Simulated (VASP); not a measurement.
# TiS2 (mix) (P-3m1) in VASP: notebook, part 2 of 2

VASP 6.6.1. Earlier steps stand in the parts before.

## (3) Relaxation of cell and atoms, PBE+D3(BJ)

This run uses another cell than the first one, of 19.14 Å³/atom, 1.064 times its volume.

INCAR reads:

```
SYSTEM = TiS2
ALGO = Normal ; EDIFF = 1E-7
EDIFFG = -0.002 ; ENCUT = 500
GGA = PE ; GGA_COMPAT = .False.
IBRION = 2 ; ISIF = 3
ISMEAR = 0 ; IVDW = 12
LASPH = .True. ; LCHARG = .False.
LREAL = .False. ; LWAVE = .False.
NELM = 120 ; NELMIN = 4
NSW = 100 ; PREC = Accurate
SIGMA = 0.1
```

KPOINTS reads:

```
k-points
0
Gamma
  15 15 8
  0 0 0
```

POSCAR reads:

```
TiS2
1.0
    3.4120000000      0.0000000000      0.0000000000
   -1.7060000000      2.9548786777      0.0000000000
    0.0000000000      0.0000000000      5.6950000000
Ti S
1 2
Direct
    0.0000000000      0.0000000000      0.0000000000
    0.3333333333      0.6666666667      0.2500000000
    0.6666666667      0.3333333333      0.7500000000
```

Potentials or basis: VASP PAW PBE potentials, release 64 (Ti_sv, S).

The run is started by

```sh
> cat potpaw_PBE.64/Ti_sv/POTCAR potpaw_PBE.64/S/POTCAR > POTCAR
> mpirun -np 1 vasp_std > vasp.out
```

OUTCAR:

```text
SYSTEM = TiS2
   EDIFF = 1E-7
   EDIFFG = -0.002
   ENCUT = 500
   GGA = PE
   IBRION = 2
   ISIF = 3
   ISMEAR = 0
   IVDW = 12
   LASPH = .True.
   LREAL = .False.
   NELM = 120
   NELMIN = 4
   NSW = 100
   PREC = Accurate
 IVDW          = 12

 ion  position               nearest neighbor table
   1  0.000  0.000  0.000-   2 2.43   3 2.43   2 2.43   3 2.43   3 2.43   2 2.43
   2  0.333  0.667  0.250-   1 2.43   1 2.43   1 2.43
   3  0.667  0.333  0.750-   1 2.43   1 2.43   1 2.43

  LATTYP: Found a hexagonal cell.
 ALAT       =     3.4120000000
 C/A-ratio  =     1.6691090270

  Lattice vectors:

 A1 = (   3.4120000000,   0.0000000000,   0.0000000000)
 A2 = (  -1.7060000000,   2.9548786777,   0.0000000000)
 A3 = (   0.0000000000,   0.0000000000,   5.6950000000)

Analysis of symmetry for initial positions (statically):
=====================================================================
 Subroutine PRICEL returns:
 Original cell was already a primitive cell.

 Routine SETGRP: Setting up the symmetry group for a
 hexagonal supercell.

 Subroutine GETGRP returns: Found 12 space group operations
 (whereof 12 operations were pure point group operations)
 out of a pool of 24 trial point group operations.

The static configuration has the point symmetry D_3d.

Analysis of symmetry for dynamics (positions and initial velocities):
=====================================================================
 Subroutine PRICEL returns:
 Original cell was already a primitive cell.

 Routine SETGRP: Setting up the symmetry group for a
 hexagonal supercell.

 Subroutine GETGRP returns: Found 12 space group operations
 (whereof 12 operations were pure point group operations)
 out of a pool of 24 trial point group operations.

The dynamic configuration has the point symmetry D_3d.

 Subroutine INISYM returns: Found 12 space group operations
 (whereof 12 operations are pure point group operations),
 and found     1 'primitive' translations

----------------------------------------------------------------------------------------

                                     Primitive cell

  volume of cell :      57.4173

  direct lattice vectors                    reciprocal lattice vectors
     3.412000000  0.000000000  0.000000000     0.293083236  0.169211685  0.000000000
    -1.706000000  2.954878678  0.000000000     0.000000000  0.338423370  0.000000000
     0.000000000  0.000000000  5.695000000     0.000000000  0.000000000  0.175592625

  length of vectors
     3.412000000  3.412000000  5.695000000     0.338423370  0.338423370  0.175592625

  position of ions in fractional coordinates (direct lattice)
     0.000000000  0.000000000  0.000000000
     0.333333333  0.666666667  0.250000000
     0.666666667  0.333333333  0.750000000

  ion indices of the primitive-cell ions
   primitive index   ion index
                 1           1
                 2           2
                 3           3

----------------------------------------------------------------------------------------

 KPOINTS: k-points

Automatic generation of k-mesh.
 Grid dimensions read from file:
 generate k-points for:   15   15    8

 Generating k-lattice:

  Cartesian coordinates                     Fractional coordinates (reciprocal lattice)
     0.019538882  0.011280779  0.000000000     0.066666667  0.000000000  0.000000000
     0.000000000  0.022561558  0.000000000     0.000000000  0.066666667  0.000000000
     0.000000000  0.000000000  0.021949078     0.000000000  0.000000000  0.125000000

  Length of vectors
     0.022561558  0.022561558  0.021949078

  Shift w.r.t. Gamma in fractional coordinates (k-lattice)
     0.000000000  0.000000000  0.000000000

 Subroutine IBZKPT returns following result:
 ===========================================

 Found    192 irreducible k-points:

 Following reciprocal coordinates:
            Coordinates               Weight
  0.000000  0.000000  0.000000      1.000000
  0.066667  0.000000  0.000000      6.000000
  0.133333  0.000000  0.000000      6.000000
  0.200000 -0.000000  0.000000      6.000000
  0.266667  0.000000  0.000000      6.000000
  0.333333 -0.000000  0.000000      6.000000
[... 16 lines left out ...]
  0.333333  0.200000  0.000000     12.000000
  0.400000  0.200000  0.000000      6.000000
 [... further k-points ...]
   k-points           NKPTS =    192   k-points in BZ     NKDIM =    192   number of bands    NBANDS=     16
   number of dos      NEDOS =    301   number of ions     NIONS =      3
   total plane-waves  NPLWV =  32928
   dimension x,y,z NGX =    28 NGY =   28 NGZ =   42
   dimension x,y,z NGXF=    56 NGYF=   56 NGZF=   84
   ions per type =               1   2
   NGX,Y,Z   is equivalent  to a cutoff of  13.64, 13.64, 12.26 a.u.
   NGXF,Y,Z  is equivalent  to a cutoff of  27.29, 27.29, 24.52 a.u.
 SYSTEM =  TiS2
   PREC   = accura    normal or accurate (medium, high low for compatibility)
   ISTART =      0    job   : 0-new  1-cont  2-samecut
   ICHARG =      2    charge: 1-file 2-atom 10-const
   ISPIN  =      1    spin polarized calculation?
   LNONCOLLINEAR =      F non collinear calculations
   LSORBIT =      F    spin-orbit coupling
   LASPH  =      T    aspherical Exc in radial PAW
   ENCUT  =  500.0 eV  36.75 Ry    6.06 a.u.   6.22  6.22 10.38*2*pi/ulx,y,z
   NELM   =    120;   NELMIN=  4; NELMDL= -5     # of ELM steps
   EDIFF  = 0.1E-06   stopping-criterion for ELM
   LREAL  =      F    real-space projection
   EDIFFG = -.2E-02   stopping-criterion for IOM
   NSW    =    100    number of steps for IOM
   IBRION =      2    ionic relax: 0-MD 1-quasi-New 2-CG
   NFREE  =      1    steps in history (QN), initial steepest desc. (CG)
   ISIF   =      3    stress and relaxation
   ISYM   =      2    0-nonsym 1-usesym 2-fastsym
   POTIM  = 0.5000    time-step for ionic-motion
   TEBEG  =    0.0;   TEEND  =   0.0 temperature during run
   PSTRESS=    0.0 pullay stress
   NELECT =      24.0000    total number of electrons
   NUPDOWN=      -1.0000    fix difference up-down
   EMIN   =  10.00;   EMAX   =-10.00  energy-range for DOS
   EFERMI =   0.00;   METHOD = LEGACY
   ISMEAR =     0;   SIGMA  =   0.10  broadening in eV -4-tet -1-fermi 0-gaus
   EFERMI_NEDOS =   21; number of points for ismear=-14 and -15
   IALGO  =     38    algorithm
   IMIX   =      4    mixing-type and parameters
     AMIX     =   0.40;   BMIX     =  1.00
     AMIX_MAG =   1.60;   BMIX_MAG =  1.00
  volume/ion in A,a.u.               =      19.14       129.16
  Fermi-wavevector in a.u.,A,eV,Ry     =   1.224046  2.313112 20.385458  1.498289
  Thomas-Fermi vector in A             =   2.359135
   LORBIT       =      0    0 simple, 1 ext, 2 COOP (PROOUT), +10 PAW based schemes
   GGA     = PE    functional components
   LHFCALC =     F    Hartree Fock is set to
   AEXX    =    0.0000 exact exchange contribution
   IVDW    =    12    specifies the selected vdW correction
   LEPSILON=     F    determine dielectric tensor
   LRPA    =     F    only Hartree local field effects (RPA)
 conjugate gradient relaxation of ions
 non-spin polarized calculation
 Gauss-broadening in eV      SIGMA  =   0.10
  energy-cutoff  :      500.00
  volume of cell :       57.42
 maximum number of plane-waves:      1479
 NGX is ok and might be reduce to    28
   NGX = 13   NGY = 13   NGZ = 21

--------------------------------------- Ionic step        1  -------------------------------------------

 number of electron      23.9999999 magnetization

 Free energy of the ion-electron system (eV)
  ---------------------------------------------------
  ext. energy  EPLUGINS =         0.00000000
  ---------------------------------------------------
  free energy    TOTEN  =       -19.92982110 eV

  energy without entropy =      -19.92802437  energy(sigma->0) =      -19.92892273

------------------------ aborting loop because EDIFF is reached ----------------------------------------

 Edisp (eV)   -1.15187

 E8    (eV) :    -0.4668
[... 108 lines left out ...]
  FREE ENERGIE OF THE ION-ELECTRON SYSTEM (eV)
  ---------------------------------------------------
  free  energy   TOTEN  =       -21.0973019848 eV

  energy  without entropy=      -21.0953767358  energy(sigma->0) =      -21.09633936

[... ionic steps 4 to 15 ...]

--------------------------------------- Ionic step       16  -------------------------------------------

 number of electron      23.9999997 magnetization

------------------------ aborting loop because EDIFF is reached ----------------------------------------
[... 77 lines left out ...]
--------------------------------------- Ionic step       18  -------------------------------------------

 number of electron      23.9999997 magnetization

 Free energy of the ion-electron system (eV)
  ---------------------------------------------------
  ext. energy  EPLUGINS =         0.00000000
  ---------------------------------------------------
  free energy    TOTEN  =       -19.87730116 eV

  energy without entropy =      -19.87521017  energy(sigma->0) =      -19.87625567

 E-fermi :   6.1520     XC(G=0): -10.4444

 val. band max:        6.1355212628   @ k =   0.1333   0.0000   0.0000
 cond. band min:       6.1781867801   @ k =   0.4667   0.0000   0.3750
 fundamental gap:      0.0426655173
 Fermi energy:         6.1520193168

 k-point     1 :       0.0000    0.0000    0.0000
  band No.  band energies     occupation
      1     -51.3857      2.00000
      2     -27.6204      2.00000
      3     -27.5692      2.00000
      4     -27.5692      2.00000
      5      -7.8727      2.00000
      6      -5.9659      2.00000
[... 433 lines left out ...]
      3     -27.6371      2.00000
      4     -27.5871      2.00000
      5      -5.8772      2.00000
      6      -5.8371      2.00000
[... 8 lines left out ...]
     15       8.1356      0.00000
     16       9.3058      0.00000

 [... further k-points ...]

------------------------ aborting loop because EDIFF is reached ----------------------------------------

 Edisp (eV)   -1.23095

 E8    (eV) :    -0.4990
[... 26 lines left out ...]
  FREE ENERGIE OF THE ION-ELECTRON SYSTEM (eV)
  ---------------------------------------------------
  free  energy   TOTEN  =       -21.1082528328 eV

  energy  without entropy=      -21.1061618420  energy(sigma->0) =      -21.10720734

 reached required accuracy - stopping structural energy minimisation
```

Wall time 44 min (1 thread of Intel Xeon Platinum 8259CL at 2.50GHz (Skylake/Cascade Lake), shared host); peak memory 0.33 GiB.

Results:

```
Free energy                            : -21.1083 eV
Relaxed volume                         : 17.98 Å³/atom
Relaxed cell                           : a = 3.358 Å, b = 3.358 Å, c = 5.521 Å, α = 90.00°, β = 90.00°, γ = 120.00°
Space group after relaxing (to 0.05 Å) : P-3m1 (No. 164)
Energy gained by relaxing              : 8.9 meV/atom
Ionic steps                            : 18
Pressure after relaxing                : 0.0 GPa
Band gap on the k mesh                 : zero (band 12 reaches 6.33 eV, above the bottom of band 13 at 6.05 eV)
Dispersion energy per atom             : -0.410 eV
```

Step by step:
| step | energy change (eV) | largest force (eV/Å) | pressure (GPa) | volume (Å³) |
| --- | --- | --- | --- | --- |
| 1 | 0.0000 | 0.1245 | -2.98 | 57.42 |
| 2 | -0.0032 | 0.5389 | 2.72 | 54.51 |
| 3 | -0.0156 | 0.2154 | -0.10 | 55.85 |
| 4 | -0.0193 | 0.1403 | -0.12 | 55.54 |
| 5 | -0.0210 | 0.0378 | -0.11 | 55.11 |
| 6 | -0.0228 | 0.0360 | -0.04 | 54.85 |
| 7 | -0.0261 | 0.0280 | 0.20 | 54.06 |
| 8 | -0.0264 | 0.0216 | 0.33 | 53.71 |
| 9 | -0.0247 | 0.1378 | -0.98 | 54.16 |
| 10 | -0.0265 | 0.0145 | 0.04 | 53.81 |
| 11 | -0.0265 | 0.0024 | 0.03 | 53.86 |
| 12 | -0.0265 | 0.0008 | 0.03 | 53.87 |
| 13 | -0.0265 | 0.0113 | -0.08 | 53.94 |
| 14 | -0.0266 | 0.0055 | -0.02 | 53.90 |
| 15 | -0.0266 | 0.0034 | -0.01 | 53.91 |
| 16 | -0.0266 | 0.0026 | 0.00 | 53.92 |
| 17 | -0.0266 | 0.0008 | 0.01 | 53.93 |
| 18 | -0.0266 | 0.0015 | 0.00 | 53.93 |

Final structure:
```
Ti S
1.0
     3.35841    0.00000    0.00000
    -1.67921    2.90847    0.00000
     0.00000    0.00000    5.52076
Ti S
1 2
Direct
  0.00000 0.00000 0.00000
  0.33333 0.66667 0.25885
  0.66667 0.33333 0.74115
```

Caveat: pairwise dispersion overbinds metals, which lowers pressure and volume.
